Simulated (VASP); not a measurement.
Crystal: La2O3.

```
La O
1.0
     0.00000    3.31915    4.61677
     3.24739    0.00000    4.61677
     3.24739    3.31915    0.00000
La O
2 3
Cartesian
  3.2474 3.3192 6.8385
  3.2474 3.3192 2.3950
  1.6237 1.6596 0.4555
  1.6237 1.6596 4.1613
  0.0000 0.0000 0.0000
```

The cell was generated, and may not be a known phase.

| Quantity | Value |
| --- | --- |
| Program | VASP 6.6.1 |
| Task | relaxation of cell and atoms |
| Functional | PBE |
| Potentials or basis | VASP PAW PBE potentials, release 64 (La, O) |
| Cutoff | 600 eV |
| k mesh | 4 × 4 × 4 |
| Occupations | gaussian, width 0.1 eV |
| Spin | no spin polarisation |

At the start: pressure -11.7 GPa; volume 19.90 Å³/atom.

Q: How do energy, volume and symmetry change on relaxing?

A: Over 22 steps the energy falls by 885.6 meV/atom and the volume is 17.14 Å³/atom (-13.9 %); space group F222 (No. 22, to 0.1 Å) before, I-4m2 (No. 119, to 0.1 Å).

The path:
```
step  energy change (eV)  largest force (eV/Å)  pressure (GPa)  volume (Å³)
   1              0.0000                2.3710          -11.72        99.52
   2             -2.9903                6.9378           21.40        78.00
   3             -3.4794                2.5759            6.36        82.86
   4             -3.4939                3.0202            7.99        82.21
   5             -4.3459                1.3201            1.82        87.29
   6             -4.3460                1.3354            1.90        87.26
   7             -4.2239                1.3401           -6.25        90.04
   8             -4.4045                0.1325           -1.40        88.20
   9             -4.4047                0.1631           -1.35        88.17
  10             -4.4047                0.1883           -1.28        88.15
  11             -4.4158                0.1279           -0.39        86.77
  12             -4.4178                0.1475            0.28        85.82
  13             -4.4194                0.1062           -0.05        85.84
  14             -4.4196                0.1325           -0.18        85.85
  15             -4.4206                0.1230           -0.11        85.81
  16             -4.4231                0.0996           -0.02        85.72
  17             -4.4262                0.0590            0.24        85.52
  18             -4.4244                0.0511            0.88        85.12
  19             -4.4268                0.0509            0.45        85.39
  20             -4.4278                0.0633            0.01        85.63
  21             -4.4278                0.0659            0.05        85.64
  22             -4.4280                0.0105            0.01        85.72
```

Final structure:
```yaml
crystal:
  lattice:
    - [0.00000, 3.48522, 3.52785]
    - [3.48606, 0.00000, 3.52785]
    - [3.48606, 3.48522, 0.00000]
  atoms:
    - { symbol: La, position: [0.71869, 0.71869, 0.28131] }
    - { symbol: La, position: [0.28131, 0.28131, 0.71869] }
    - { symbol: O, position: [0.05488, 0.05488, 0.44512] }
    - { symbol: O, position: [0.44512, 0.44512, 0.05488] }
    - { symbol: O, position: [0.00000, 0.00000, 0.00000] }
```
